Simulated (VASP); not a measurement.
Wanted: the native input for a VASP 6.6.1 run.

```yaml
Task: single point
Functional: LDA
Potentials_or_basis: VASP PAW LDA potentials, release 64 (Cu_sv_GW)
Cutoff: 820 eV
k_mesh: 16 × 16 × 9
Occupations: fermi-dirac, width 0.1 eV
Spin: no spin polarisation
Dipole_correction: no
Further_INCAR_settings: ALGO = Normal; EDIFF = 1e-06; NBANDS = 26
```

The structure of Cu lies in POSCAR:

```
Cu
1.0
    2.4525032246      0.0000000000      0.0000000000
   -1.2262516123      2.1239300954      0.0000000000
    0.0000000000      0.0000000000      4.0179990611
Cu
2
Direct
    0.3333333333      0.6666666667      0.2500000000
    0.6666666667      0.3333333333      0.7500000000
```

This isn't the form of Cu at room conditions, which is fcc.

The input as run:

INCAR

```
SYSTEM = Cu
ALGO = Normal
EDIFF = 1E-6
ENCUT = 820
GGA_COMPAT = .False.
ISIF = 2
ISMEAR = -1
LASPH = .True.
LCHARG = .False.
LREAL = .False.
LWAVE = .False.
NBANDS = 26
NELM = 120
PREC = Accurate
SIGMA = 0.1
```

KPOINTS

```
k-points
0
Gamma
  16 16 9
  0 0 0
```

Potentials or basis: VASP PAW LDA potentials, release 64 (Cu_sv_GW).

The run is started by

```console
$ cat potpaw_LDA.64/Cu_sv_GW/POTCAR > POTCAR
$ mpirun -np 1 vasp_std > vasp.out
```

Results of the run:

```json
{
 "Pressure": "7.6 GPa",
 "Band gap on the k mesh": "zero (bands 19 and 20 overlap by 5.69 eV)"
}
```

Caveat: the cell stands under pressure.

Run time: 2.7 min on 1 thread of AMD EPYC 7R13 Processor (Zen 3) (shared host), peak memory 0.24 GiB.
